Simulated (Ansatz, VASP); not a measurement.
**Zr in VASP and in Ansatz**

```
Zr
1.0
     3.18359    0.00000    0.00000
    -1.59179    2.75707    0.00000
     0.00000    0.00000    5.11555
Zr
2
Cartesian
  0.0000 1.8380 1.2789
  1.5918 0.9190 3.8367
```

Alike in both runs: functional PBE; dispersion D3(BJ); k mesh 15 × 15 × 8; occupations gaussian, width 0.1 eV; no spin polarisation.

Ansatz relaxed the structure, and its values are those at the end. VASP's run is a single point on that final structure, the one shown.

|  | VASP | Ansatz |
| --- | --- | --- |
| version | VASP 6.6.1 | Ansatz 0.2.0 |
| potentials or method | VASP PAW PBE potentials, release 64 (Zr_sv), cutoff 500 eV | scalar-relativistic, plane waves, PAW |
| valence electrons in the cell | 24 | 24 |

|  | VASP | Ansatz | Ansatz less VASP |
| --- | --- | --- | --- |
| gap on the k mesh at the Fermi level (eV) | none | none | - |
| pressure (GPa) | 0.0 | 0.0 | -0.01 |

A gap of «none» marks a metal or a gap that the smearing closes.
